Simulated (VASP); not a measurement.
Input of a VASP 6.6.1 run:

File INCAR:

```
SYSTEM = BAs
PREC = Accurate
ENCUT = 520
EDIFF = 1E-6
ISMEAR = 0
SIGMA = 0.02
LREAL = .FALSE.
LASPH = .TRUE.
NELM = 100
ALGO = Normal
ISIF = 2
LWAVE = .FALSE.
LCHARG = .TRUE.
GGA = PE
LELF = .TRUE.
LVHAR = .TRUE.
NBANDS = 26
```

The input KPOINTS:

```
regular mesh
0
G
  6 6 8
  0 0 0
```

File POSCAR:

```
BAs
1.0
    5.8883421561      0.0000000000      0.0000000000
    0.0000000000      5.8883421561      0.0000000000
    0.0000000000      0.0000000000      3.3895867269
B As
4 4
Direct
    0.6772683981      0.6772683981      0.0000000000
    0.1772683981      0.8227316019      0.5000000000
    0.8227316019      0.1772683981      0.5000000000
    0.3227316019      0.3227316019      0.0000000000
    0.8186062020      0.8186062020      0.5000000000
    0.1813937980      0.1813937980      0.5000000000
    0.6813937980      0.3186062020      0.0000000000
    0.3186062020      0.6813937980      0.0000000000
```

Potentials or basis: VASP PAW PBE potentials, release 64 (B, As).

The run is started by

```console
$ cat potpaw_PBE.64/B/POTCAR potpaw_PBE.64/As/POTCAR > POTCAR
$ mpirun -np 1 vasp_std > vasp.out
```

Task: Predict the band gap on the k mesh.

Result: 0.84 eV, indirect (least direct gap 1.17 eV).

Task: Estimate the pressure.

Result: 0.6 GPa.

A k mesh can miss the band edges. PBE gaps usually lie below the measured ones, often by a third to a half.
